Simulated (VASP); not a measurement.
# SnO (Romarchite) (P4/nmm) in VASP: further runs

The runs below take SnO (Romarchite) through single point, with PBE.

Program: VASP 6.6.1. These are calculated values, not measurements. Logs are shortened: lines on timing, memory, paths and dates and some standing lists are left out, and cuts for length are marked.

### 1 The cell of the first run

It takes space group P4/nmm (No. 129, tetragonal). The conventional cell has a = 3.640 Å, b = 3.640 Å, c = 4.639 Å, α = 90.00°, β = 90.00°, γ = 90.00°. Sn (site symmetry 4mm) has 4 O at 2.13 Å within 2.8 Å. O (site symmetry -4m2) has 4 Sn at 2.13 Å and 4 O at 2.57 Å within 2.8 Å.

### 2 Single point, PBE

INCAR reads:

```
SYSTEM = SnO
PREC     = Accurate       ! precision mode
ENCUT    = 520            ! plane-wave cutoff, eV
EDIFF    = 1E-6           ! SCF threshold, eV
ISMEAR   = -1             ! smearing method
SIGMA    = 0.05           ! smearing width, eV
LREAL    = .False.        ! projectors in reciprocal space
LASPH    = .True.         ! aspherical terms in the spheres
NELM     = 100            ! most SCF steps
ALGO     = Normal         ! electronic algorithm
ISIF     = 2              ! what is computed and relaxed
LWAVE    = .False.        ! write WAVECAR
LCHARG   = .False.        ! write CHGCAR
GGA      = PE             ! functional
NBANDS   = 28             ! bands
```

KPOINTS reads:

```
regular mesh
0
Gamma
  5 5 4
  0 0 0
```

POSCAR reads:

```
SnO
1.0
    3.6401374938      0.0000000000      0.0000000000
    0.0000000000      3.6401374938      0.0000000000
    0.0000000000      0.0000000000      4.6388610488
Sn O
2 2
Direct
    0.5000000000      0.0000000000      0.2369000000
    0.0000000000      0.5000000000      0.7631000000
    0.0000000000      0.0000000000      0.0000000000
    0.5000000000      0.5000000000      0.0000000000
```

Potentials or basis: VASP PAW PBE potentials, release 64 (Sn_d, O).

Command:

```bash
> cat potpaw_PBE.64/Sn_d/POTCAR potpaw_PBE.64/O/POTCAR > POTCAR
> mpirun -np 1 vasp_std > vasp.out
```

OUTCAR:

```text
SYSTEM = SnO
   PREC = Accurate
   ENCUT = 520
   EDIFF = 1E-6
   ISMEAR = -1
   LREAL = .False.
   LASPH = .True.
   NELM = 100
   ISIF = 2
   GGA = PE

 ion  position               nearest neighbor table
   1  0.500  0.000  0.237-   3 2.13   4 2.13   4 2.13   3 2.13   2 3.38   2 3.38   2 3.38   2 3.38
                             2 3.55   2 3.55   2 3.55   2 3.55
   2  0.000  0.500  0.763-   3 2.13   4 2.13   3 2.13   4 2.13   1 3.38   1 3.38   1 3.38   1 3.38
                             1 3.55   1 3.55   1 3.55   1 3.55
   3  0.000  0.000  0.000-   1 2.13   2 2.13   2 2.13   1 2.13
   4  0.500  0.500  0.000-   1 2.13   2 2.13   1 2.13   2 2.13

  LATTYP: Found a simple tetragonal cell.
 ALAT       =     3.6401374938
 C/A-ratio  =     1.2743642395

  Lattice vectors:

 A1 = (   3.6401374938,   0.0000000000,   0.0000000000)
 A2 = (   0.0000000000,   3.6401374938,   0.0000000000)
 A3 = (   0.0000000000,   0.0000000000,   4.6388610488)

Analysis of symmetry for initial positions (statically):
=====================================================================
 Subroutine PRICEL returns:
 Original cell was already a primitive cell.

 Routine SETGRP: Setting up the symmetry group for a
 simple tetragonal supercell.

 Subroutine GETGRP returns: Found 16 space group operations
 (whereof  8 operations were pure point group operations)
 out of a pool of 16 trial point group operations.

The static configuration has the point symmetry D_2d.
 The point group associated with its full space group is D_4h.

Analysis of symmetry for dynamics (positions and initial velocities):
=====================================================================
 Subroutine PRICEL returns:
 Original cell was already a primitive cell.

 Routine SETGRP: Setting up the symmetry group for a
 simple tetragonal supercell.

 Subroutine GETGRP returns: Found 16 space group operations
 (whereof  8 operations were pure point group operations)
 out of a pool of 16 trial point group operations.

The dynamic configuration has the point symmetry D_2d.
 The point group associated with its full space group is D_4h.

 Subroutine INISYM returns: Found 16 space group operations
 (whereof  8 operations are pure point group operations),
 and found     1 'primitive' translations

----------------------------------------------------------------------------------------

                                     Primitive cell

  volume of cell :      61.4677

  direct lattice vectors                    reciprocal lattice vectors
     3.640137494  0.000000000  0.000000000     0.274714898  0.000000000  0.000000000
     0.000000000  3.640137494  0.000000000     0.000000000  0.274714898  0.000000000
     0.000000000  0.000000000  4.638861049     0.000000000  0.000000000  0.215570156

  length of vectors
     3.640137494  3.640137494  4.638861049     0.274714898  0.274714898  0.215570156

  position of ions in fractional coordinates (direct lattice)
     0.500000000  0.000000000  0.236900000
     0.000000000  0.500000000  0.763100000
     0.000000000  0.000000000  0.000000000
     0.500000000  0.500000000  0.000000000

  ion indices of the primitive-cell ions
   primitive index   ion index
                 1           1
                 2           2
                 3           3
                 4           4

----------------------------------------------------------------------------------------

 KPOINTS: regular mesh

Automatic generation of k-mesh.
 Grid dimensions read from file:
 generate k-points for:    5    5    4

 Generating k-lattice:

  Cartesian coordinates                     Fractional coordinates (reciprocal lattice)
     0.054942980  0.000000000  0.000000000     0.200000000  0.000000000  0.000000000
     0.000000000  0.054942980  0.000000000     0.000000000  0.200000000  0.000000000
     0.000000000  0.000000000  0.053892539     0.000000000  0.000000000  0.250000000

  Length of vectors
     0.054942980  0.054942980  0.053892539

  Shift w.r.t. Gamma in fractional coordinates (k-lattice)
     0.000000000  0.000000000  0.000000000

 Subroutine IBZKPT returns following result:
 ===========================================

 Found     18 irreducible k-points:

 Following reciprocal coordinates:
            Coordinates               Weight
  0.000000  0.000000  0.000000      1.000000
  0.200000  0.000000  0.000000      4.000000
  0.400000  0.000000  0.000000      4.000000
  0.200000  0.200000  0.000000      4.000000
  0.400000  0.200000  0.000000      8.000000
  0.400000  0.400000  0.000000      4.000000
[... 10 lines left out ...]
  0.400000  0.200000  0.500000      8.000000
  0.400000  0.400000  0.500000      4.000000
   k-points           NKPTS =     18   k-points in BZ     NKDIM =     18   number of bands    NBANDS=     28
   number of dos      NEDOS =    301   number of ions     NIONS =      4
   total plane-waves  NPLWV =  28224
   dimension x,y,z NGX =    28 NGY =   28 NGZ =   36
   dimension x,y,z NGXF=    56 NGYF=   56 NGZF=   72
   ions per type =               2   2
   NGX,Y,Z   is equivalent  to a cutoff of  12.79, 12.79, 12.90 a.u.
   NGXF,Y,Z  is equivalent  to a cutoff of  25.58, 25.58, 25.80 a.u.
 SYSTEM =  SnO
   PREC   = accura    normal or accurate (medium, high low for compatibility)
   ISTART =      0    job   : 0-new  1-cont  2-samecut
   ICHARG =      2    charge: 1-file 2-atom 10-const
   ISPIN  =      1    spin polarized calculation?
   LNONCOLLINEAR =      F non collinear calculations
   LSORBIT =      F    spin-orbit coupling
   LASPH  =      T    aspherical Exc in radial PAW
   ENCUT  =  520.0 eV  38.22 Ry    6.18 a.u.   6.77  6.77  8.63*2*pi/ulx,y,z
   NELM   =    100;   NELMIN=  2; NELMDL= -5     # of ELM steps
   EDIFF  = 0.1E-05   stopping-criterion for ELM
   LREAL  =      F    real-space projection
   EDIFFG = 0.1E-04   stopping-criterion for IOM
   NSW    =      0    number of steps for IOM
   IBRION =     -1    ionic relax: 0-MD 1-quasi-New 2-CG
   NFREE  =      0    steps in history (QN), initial steepest desc. (CG)
   ISIF   =      2    stress and relaxation
   ISYM   =      2    0-nonsym 1-usesym 2-fastsym
   POTIM  = 0.5000    time-step for ionic-motion
   TEBEG  =    0.0;   TEEND  =   0.0 temperature during run
   PSTRESS=    0.0 pullay stress
   NELECT =      40.0000    total number of electrons
   NUPDOWN=      -1.0000    fix difference up-down
   EMIN   =  10.00;   EMAX   =-10.00  energy-range for DOS
   EFERMI =   0.00;   METHOD = LEGACY
   ISMEAR =    -1;   SIGMA  =   0.05  broadening in eV -4-tet -1-fermi 0-gaus
   EFERMI_NEDOS =   21; number of points for ismear=-14 and -15
   IALGO  =     38    algorithm
   IMIX   =      4    mixing-type and parameters
     AMIX     =   0.40;   BMIX     =  1.00
     AMIX_MAG =   1.60;   BMIX_MAG =  1.00
  volume/ion in A,a.u.               =      15.37       103.70
  Fermi-wavevector in a.u.,A,eV,Ry     =   1.418663  2.680884 27.383142  2.012604
  Thomas-Fermi vector in A             =   2.539765
   LORBIT       =      0    0 simple, 1 ext, 2 COOP (PROOUT), +10 PAW based schemes
   GGA     = PE    functional components
   LHFCALC =     F    Hartree Fock is set to
   AEXX    =    0.0000 exact exchange contribution
   IVDW    =     0    specifies the selected vdW correction
   LEPSILON=     F    determine dielectric tensor
   LRPA    =     F    only Hartree local field effects (RPA)
 non-spin polarized calculation
  energy-cutoff  :      520.00
  volume of cell :       61.47
 maximum number of plane-waves:      1666
 NGX is ok and might be reduce to    28
   NGX = 13   NGY = 13   NGZ = 17

 number of electron      39.9999980 magnetization

 Free energy of the ion-electron system (eV)
  ---------------------------------------------------
  ext. energy  EPLUGINS =         0.00000000
  ---------------------------------------------------
  free energy    TOTEN  =       -21.96253920 eV

  energy without entropy =      -21.95950754  energy(sigma->0) =      -21.96102337

 E-fermi :   9.2974     XC(G=0): -10.9317

 val. band max:        9.1032226064   @ k =   0.2000   0.0000   0.0000
 cond. band min:       9.3610237061   @ k =   0.4000   0.4000   0.0000
 fundamental gap:      0.2578010997
 Fermi energy:         9.2973674710

 k-point     1 :       0.0000    0.0000    0.0000
  band No.  band energies     occupation
      1     -13.6640      2.00000
      2     -12.9644      2.00000
      3     -12.8656      2.00000
      4     -12.8656      2.00000
      5     -12.8497      2.00000
      6     -12.7755      2.00000
[... 20 lines left out ...]
     27      16.0619      0.00000
     28      16.1942      0.00000

 k-point     2 :       0.2000    0.0000    0.0000
  band No.  band energies     occupation
      1     -13.6482      2.00000
      2     -13.2324      2.00000
      3     -12.8503      2.00000
      4     -12.8500      2.00000
      5     -12.8181      2.00000
      6     -12.7639      2.00000
[... 20 lines left out ...]
     27      16.4197      0.00000
     28      19.1656      0.00000

 k-point     3 :       0.4000    0.0000    0.0000
  band No.  band energies     occupation
      1     -13.6012      2.00000
      2     -13.4806      2.00000
      3     -12.8145      2.00000
      4     -12.8129      2.00000
      5     -12.7890      2.00000
      6     -12.7843      2.00000
[... 20 lines left out ...]
     27      17.2680      0.00000
     28      18.8688      0.00000

 k-point     4 :       0.2000    0.2000    0.0000
  band No.  band energies     occupation
      1     -13.6415      2.00000
      2     -13.3543      2.00000
      3     -12.8596      2.00000
      4     -12.8133      2.00000
      5     -12.8068      2.00000
      6     -12.7640      2.00000
[... 392 lines left out ...]
     27      19.2546      0.00000
     28      19.5731      0.00000

 k-point    17 :       0.4000    0.2000    0.5000
  band No.  band energies     occupation
      1     -13.6165      2.00000
      2     -13.5409      2.00000
      3     -12.8297      2.00000
      4     -12.8141      2.00000
      5     -12.7793      2.00000
      6     -12.7676      2.00000
[... 20 lines left out ...]
     27      19.5899      0.00000
     28      19.7401      0.00000

 k-point    18 :       0.4000    0.4000    0.5000
  band No.  band energies     occupation
      1     -13.6252      2.00000
      2     -13.6001      2.00000
      3     -12.7970      2.00000
      4     -12.7750      2.00000
      5     -12.7572      2.00000
      6     -12.7528      2.00000
[... 20 lines left out ...]
     27      19.7421      0.00000
     28      19.7676      0.00000

------------------------ aborting loop because EDIFF is reached ----------------------------------------

  FORCE on cell =-STRESS in cart. coord.  units (eV):
  Direction    XX          YY          ZZ          XY          YZ          ZX
  --------------------------------------------------------------------------------------
  -------------------------------------------------------------------------------------
  Total        9.5005286      9.5005286      7.3758672      0.0000000     -0.0000000      0.0000000
  in kB      247.6346504    247.6346504    192.2545967      0.0000000     -0.0000000      0.0000000
  external PRESSURE =     229.1746325 kB  Pullay stress =       0.0000000 kB

 VOLUME and BASIS-vectors are now :
 -----------------------------------------------------------------------------
  energy-cutoff  :      520.00
  volume of cell :       61.47
      direct lattice vectors                 reciprocal lattice vectors
     3.640137494  0.000000000  0.000000000     0.274714898  0.000000000  0.000000000
     0.000000000  3.640137494  0.000000000     0.000000000  0.274714898  0.000000000
     0.000000000  0.000000000  4.638861049     0.000000000  0.000000000  0.215570156

 POSITION                                       TOTAL-FORCE (eV/Angst)
 -----------------------------------------------------------------------------------
      1.82007      0.00000      1.09895         0.000000      0.000000      2.841331
      0.00000      1.82007      3.53991         0.000000      0.000000     -2.841331
      0.00000      0.00000      0.00000         0.000000     -0.000000      0.000000
      1.82007      1.82007      0.00000         0.000000      0.000000      0.000000
 -----------------------------------------------------------------------------------
    total drift:                                0.000000      0.000000      0.000000

  FREE ENERGIE OF THE ION-ELECTRON SYSTEM (eV)
  ---------------------------------------------------
  free  energy   TOTEN  =       -21.9625391973 eV

  energy  without entropy=      -21.9595075438  energy(sigma->0) =      -21.96102337
```

Wall time 32 s (1 thread of AMD EPYC 7R43 (Zen 3), shared host); peak memory 0.14 GiB.

Results:

```
Free energy            : -21.9625 eV
Pressure               : 22.9 GPa
Largest force          : 2.841 eV/Å
Band gap on the k mesh : zero (filled and empty bands overlap)
```

Forces on the atoms (eV/Å):
```
Sn   0.000  0.000  2.841
Sn   0.000  0.000 -2.841
O    0.000  0.000  0.000
O    0.000  0.000  0.000
```

Stress tensor (GPa, compression positive):
```
24.76  0.00  0.00
 0.00 24.76  0.00
 0.00  0.00 19.23
```

Caveat: spin-orbit coupling is left out, which moves the levels of the heavy elements; forces of over 1 eV/Å act on the atoms, so gaps and moduli don't describe the material at rest.

### 3 Single point, PBE

This run uses another cell than the first one, of 16.07 Å³/atom, 1.045 times its volume.

INCAR reads:

```
ALGO = Normal
EDIFF = 1E-7
ENCUT = 520
GGA = PE
ISIF = 2
ISMEAR = -1
LASPH = True
LCHARG = False
LREAL = False
LWAVE = False
NBANDS = 28
NELM = 100
PREC = Accurate
SIGMA = 0.05
```

KPOINTS reads:

```
k-points
0
Gamma
  5 5 4
```

POSCAR reads:

```
SnO
1.0
    3.6944759153      0.0000000000      0.0000000000
    0.0000000000      3.6944759153      0.0000000000
    0.0000000000      0.0000000000      4.7081079900
Sn O
2 2
Direct
    0.5000000000      0.0000000000      0.2369000000
    0.0000000000      0.5000000000      0.7631000000
    0.0000000000      0.0000000000      0.0000000000
    0.5000000000      0.5000000000      0.0000000000
```

Potentials or basis: VASP PAW PBE potentials, release 64 (Sn_d, O).

Command:

```bash
> cat potpaw_PBE.64/Sn_d/POTCAR potpaw_PBE.64/O/POTCAR > POTCAR
> mpirun -np 1 vasp_std > vasp.out
```

It took 32 s on 1 thread of AMD EPYC 7R43 (Zen 3), shared host; peak memory 0.14 GiB.

It converged, with:

```
Free energy            : -22.3005 eV
Pressure               : 15.7 GPa
Largest force          : 1.952 eV/Å
Band gap on the k mesh : 0.17 eV, indirect (least direct gap 2.01 eV)
```

Forces in eV/Å, atoms in the order of the input:
```
Sn   0.000  0.000  1.952
Sn   0.000  0.000 -1.952
O    0.000  0.000  0.000
O    0.000  0.000  0.000
```

Stress tensor (GPa, compression positive):
```
17.01  0.00  0.00
 0.00 17.01  0.00
 0.00  0.00 13.23
```

Levels at points of the mesh, in eV from the valence-band top:
| k point | band 18 | band 19 | band 20 | band 21 | band 22 | band 23 |
| --- | --- | --- | --- | --- | --- | --- |
| (0.00, 0.00, 0.00) | -3.92 | -3.92 | 0.00 | 2.22 | 4.19 | 4.69 |
| (0.00, 0.00, 0.50) | -3.94 | -2.94 | -2.79 | 1.51 | 2.77 | 2.77 |

Caveat: spin-orbit coupling is left out, which moves the levels of the heavy elements; forces of over 1 eV/Å act on the atoms, so gaps and moduli don't describe the material at rest.

(Part 1 of 3 ends here.)
